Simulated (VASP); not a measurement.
Al16As17 (a cell with a defect), 33 atoms in the cell. The cell holds a defect, 33 atoms: a = 9.921 Å, b = 9.921 Å, c = 9.921 Å, α = 109.47°, β = 109.47°, γ = 109.47°.  This cell differs from its parent crystal: with an interstitial atom, then relaxed in part.

| Quantity | Value |
| --- | --- |
| Program | VASP 6.6.1 |
| Task | single point |
| Functional | PBE |
| Potentials or basis | VASP PAW PBE potentials, release 64 (Al, As) |
| Cutoff | 400 eV |
| k mesh | 2 × 2 × 2, shifted |
| Occupations | gaussian, width 0.01 eV |
| Spin | collinear spin |
| Dipole correction | no |
| Charge | 2 |
| Further INCAR settings | LREAL = Auto; ALGO = Normal; EDIFF = 1e-06; NBANDS = 92; NELECT = 131.0 |

Potentials or basis: VASP PAW PBE potentials, release 64 (Al, As).

Run with:

```console
$ cat potpaw_PBE.64/Al/POTCAR potpaw_PBE.64/As/POTCAR > POTCAR
$ mpirun -np 1 vasp_std > vasp.out
```

Hardware: 1 thread of Intel Xeon 8259CL, with other jobs on the host.

Problem. Estimate the wall time of this run.

Solution. Run time: 14 min on 1 thread of Intel Xeon 8259CL, on a shared host, peak memory 0.97 GiB. Counts: scf iterations 16, k points 2.
